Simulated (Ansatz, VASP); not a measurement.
# CdSe in VASP and in Ansatz

The input INCAR:

```
  ALGO = Normal
  EDIFF = 1E-6
  ENCUT = 520
  GGA = PS
  GGA_COMPAT = False
  ISIF = 2
  ISMEAR = -1
  LASPH = True
  LCHARG = False
  LNONCOLLINEAR = True
  LORBIT = 11
  LORBMOM = True
  LREAL = False
  LSORBIT = True
  LWAVE = False
  MAGMOM = 0 0 0 0 0 0
  NBANDS = 30
  NELM = 150
  PREC = Accurate
  SIGMA = 0.05
```

Contents of KPOINTS:

```
k-points
0
Gamma
  11 11 11
```

Contents of POSCAR:

```
CdSe
1.0
    0.0000000000      2.8739580000      2.8739580000
    2.8739580000      0.0000000000      2.8739580000
    2.8739580000      2.8739580000      0.0000000000
Cd Se
1 1
Direct
    0.0000000000      0.0000000000      0.0000000000
    0.5000000000      0.5000000000      0.5000000000
```

Input for Ansatz:

```yaml
crystal:
  lattice:
    - [0.0, 2.873958, 2.873958]
    - [2.873958, 0.0, 2.873958]
    - [2.873958, 2.873958, 0.0]
  atoms:
    - { symbol: Cd, position: [0.0, 0.0, 0.0] }
    - { symbol: Se, position: [0.5, 0.5, 0.5] }
kpoints:
  mp_grid: { grid: [11, 11, 11] }
  band_path:
    path:
      - [0.0, 0.0, 0.0]
      - [0.5, 0.0, 0.5]
      - [0.625, 0.25, 0.625]
      - [0.375, 0.375, 0.75]
      - [0.0, 0.0, 0.0]
      - [0.5, 0.5, 0.5]
      - [0.5, 0.25, 0.75]
      - [0.5, 0.0, 0.5]
    npoints: 5
scf:
  occupations: { method: fermi_dirac, width: 0.05 }
hamiltonian:
  xc: pbesol
  pseudopotentials: { kind: all_electron, lapw: { basis_error: 0.0005 } }
output:
  forces: true
  stress: true
  eigenvalues: true
magnetization:
  noncollinear: true
  spin_orbit: true
```

Alike in both runs: task single point; functional PBEsol; k mesh 11 × 11 × 11; occupations fermi-dirac, width 0.05 eV; non-collinear spin, spin-orbit coupling.

|  | VASP | Ansatz |
| --- | --- | --- |
| version | VASP 6.6.1 | Ansatz 0.2.0 |
| potentials or method | VASP PAW PBE potentials, release 64 (Cd, Se), cutoff 520 eV | all-electron LAPW |

|  | VASP | Ansatz | Ansatz less VASP |
| --- | --- | --- | --- |
| pressure (GPa) | -3.5 | -3.9 | -0.36 |

VASP's potentials were made for PBE, not for PBEsol. Ansatz ran all-electron here, and VASP with PAW potentials.
